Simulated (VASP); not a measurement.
Runs of VASP 6.6.1 on TaC. Symmetry: Fm-3m, No. 225, cubic system. The conventional cell has a = 4.446 Å, b = 4.446 Å, c = 4.446 Å, α = 90.00°, β = 90.00°, γ = 90.00°. Ta (site symmetry m-3m) has 6 C at 2.22 Å within 2.9 Å. C (site symmetry m-3m) has 6 Ta at 2.22 Å within 2.9 Å. 

```csv
k mesh,gap on the mesh (eV),pressure (GPa)
3 × 3 × 3,none,11.8
9 × 9 × 9,none,(a)
5 × 5 × 5,none,7.3
7 × 7 × 7,none,7.3
```

Alike in all rows: task single point; level PBE; potentials or basis VASP PAW PBE potentials, release 64 (Ta_pv, C); no spin polarisation; cell as given; cutoff (eV) 600; smearing methfessel-paxton 0.1 eV.

**Question.** Fill in the values left out.

**Answer.** (a) 7.6.

Caveats: some runs use coarse meshes; spin-orbit coupling is left out, which moves the levels of the heavy elements.

A k mesh can miss the band edges, and the runs leave out spin-orbit coupling on Ta.

A gap of «none» marks levels without a gap at the run's occupations.
